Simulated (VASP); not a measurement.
Input of a VASP 6.6.1 run:

The input INCAR:

```
  PREC = Accurate
  ENCUT = 600
  EDIFF = 1E-6
  ISMEAR = 0
  SIGMA = 0.1
  LREAL = F
  LASPH = T
  NELM = 80
  ALGO = Normal
  ISIF = 3
  LWAVE = F
  LCHARG = F
  GGA = PE
  IBRION = 2
  NSW = 90
  EDIFFG = -0.04
```

File KPOINTS:

```
Automatic mesh
0
Gamma
  6 6 6
```

POSCAR

```
CaSn2
1.0
   -1.9857010014      1.9857010014      4.8711727692
    1.9857010014     -1.9857010014      4.8711727692
    1.9857010014      1.9857010014     -4.8711727692
Ca Sn
1 2
Direct
    0.0000000000      0.0000000000      0.0000000000
    0.6650000000      0.6650000000      0.0000000000
    0.3350000000      0.3350000000      0.0000000000
```

Potentials or basis: VASP PAW PBE potentials, release 64 (Ca_sv, Sn_d).

Run with:

```console
$ cat potpaw_PBE.64/Ca_sv/POTCAR potpaw_PBE.64/Sn_d/POTCAR > POTCAR
$ mpirun -np 1 vasp_std > vasp.out
```

**Question.** What does it give for the band gap on the k mesh?

**Answer.** Zero (bands 19 and 20 overlap by 1.79 eV).

**Question.** What does it give for the relaxed cell?

**Answer.** a = 6.120 Å, b = 6.120 Å, c = 6.120 Å, α = 141.70°, β = 141.70°, γ = 55.28°.

Forces on the atoms (eV/Å):
```
Ca   0.000  0.000  0.000
Sn   0.000  0.000 -0.021
Sn   0.000  0.000  0.021
```

Caveat: spin-orbit coupling is left out, which moves the levels of the heavy elements.
